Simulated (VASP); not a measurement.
Input of a VASP 6.6.1 run:

Contents of POSCAR:

```
B
1.0
    2.9916062076      0.0000000000      0.0000000000
   -1.4958031038      2.5908069739      0.0000000000
    0.0000000000      0.0000000000      4.0751286337
B
4
Direct
    0.0000000000      0.0000000000      0.2500000000
    0.0000000000      0.0000000000      0.7500000000
    0.3333333333      0.6666666667      0.7500000000
    0.6666666667      0.3333333333      0.2500000000
```

Contents of INCAR.step1:

```
SYSTEM = B
PREC = Accurate
ENCUT = 520
ISMEAR = 0
SIGMA = 0.1
LREAL = .FALSE.
LASPH = .TRUE.
NELM = 60
NBANDS = 14
GGA = PE
ALGO = Normal
EDIFF = 1E-4
LWAVE = .TRUE.
LCHARG = .FALSE.
```

INCAR.step2

```
SYSTEM = B
PREC = Accurate
ENCUT = 520
EDIFF = 1E-6
ISMEAR = 0
SIGMA = 0.1
LREAL = .FALSE.
LASPH = .TRUE.
NELM = 60
ALGO = Normal
ISIF = 2
LWAVE = .FALSE.
LCHARG = .FALSE.
METAGGA = R2SCAN
LMIXTAU = .TRUE.
NBANDS = 14
ISTART = 1
```

File KPOINTS:

```
regular mesh
0
G
  18 18 12
  0 0 0
```

Potentials or basis: VASP PAW PBE potentials, release 64 (B).

Command:

```bash
$ cat potpaw_PBE.64/B/POTCAR > POTCAR
$ cp INCAR.step1 INCAR
$ mpirun -np 1 vasp_std > vasp.out
$ cp INCAR.step2 INCAR
$ mpirun -np 1 vasp_std > vasp.out
```

What does it give for the pressure?

0.0 GPa.

Estimate the band gap on the k mesh.

zero (band 6 reaches 6.64 eV, above the bottom of band 7 at 2.79 eV).

Stress tensor (GPa, compression positive):
```
-0.11  0.00  0.00
 0.00 -0.11  0.00
 0.00  0.00  0.12
```

Caveat: the PAW data sets were made with another functional, which shifts forces and pressure a little.
